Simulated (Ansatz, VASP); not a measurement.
# One calculation of Li3NiPd, two programs

Contents of INCAR:

```
  PREC = Accurate
  ENCUT = 600
  EDIFF = 1E-6
  ISMEAR = 0
  SIGMA = 0.1
  LREAL = False
  LASPH = True
  NELM = 100
  ALGO = Normal
  ISIF = 3
  LWAVE = False
  LCHARG = False
  GGA = PE
  IBRION = 2
  NSW = 100
  EDIFFG = -0.01
```

The input KPOINTS:

```
Automatic mesh
0
Gamma
  8 8 8
```

Contents of POSCAR:

```
Li3NiPd
1.0
    4.5222666963      0.0000000000      0.0000000000
    0.0000000000      4.5222666963      0.0000000000
    0.0000000000      0.0000000000      4.5222666963
Li Ni Pd
3 1 1
Direct
    0.0000000000      0.5000000000      0.5000000000
    0.5000000000      0.0000000000      0.5000000000
    0.5000000000      0.5000000000      0.0000000000
    0.0000000000      0.0000000000      0.0000000000
    0.5000000000      0.5000000000      0.5000000000
```

Input for Ansatz:

```yaml
crystal:
  lattice:
    - [4.5222666963, 0.0, 0.0]
    - [0.0, 4.5222666963, 0.0]
    - [0.0, 0.0, 4.5222666963]
  atoms:
    - { symbol: Li, position: [0.0, 0.5, 0.5] }
    - { symbol: Li, position: [0.5, 0.0, 0.5] }
    - { symbol: Li, position: [0.5, 0.5, 0.0] }
    - { symbol: Ni, position: [0.0, 0.0, 0.0] }
    - { symbol: Pd, position: [0.5, 0.5, 0.5] }
basis:
  ecutwfc: 420
kpoints:
  mp_grid: { grid: [8, 8, 8] }
hamiltonian:
  xc: pbe
scf:
  occupations: { method: gaussian, width: 0.1 }
output:
  forces: true
  stress: true
  eigenvalues: true
relax:
  adjacent_minimum: "off"
  f_tol: 0.01
  max_steps: 80
  cell: { stress_tol: 0.05 }
```

Alike in both runs: task relaxation of cell and atoms; functional PBE; k mesh 8 × 8 × 8; occupations gaussian, width 0.1 eV; no spin polarisation.

```csv
,VASP,Ansatz
version,VASP 6.6.1,Ansatz 0.2.0
potentials or method,"VASP PAW PBE potentials, release 64 (Li_sv, Ni, Pd), cutoff 600 eV","scalar-relativistic, plane waves, PAW"
valence electrons in the cell,29,45
```

```tsv
	VASP	Ansatz	Ansatz less VASP
gap on the k mesh at the Fermi level, each at its own relaxed structure (eV)	none	none	-
relaxed volume (Å³/atom)	18.83	18.76	-0.066
relaxed cell length with the largest relative difference (Å)	4.549	4.544	-0.0053
```

A gap of «none» marks a metal or a gap that the smearing closes. VASP's potentials hold 29 valence electrons a cell and Ansatz's 45, so a difference there can come from the potentials and not from the codes.

Noted on VASP's run: the cutoff is short for stress, so the pressure is rough.
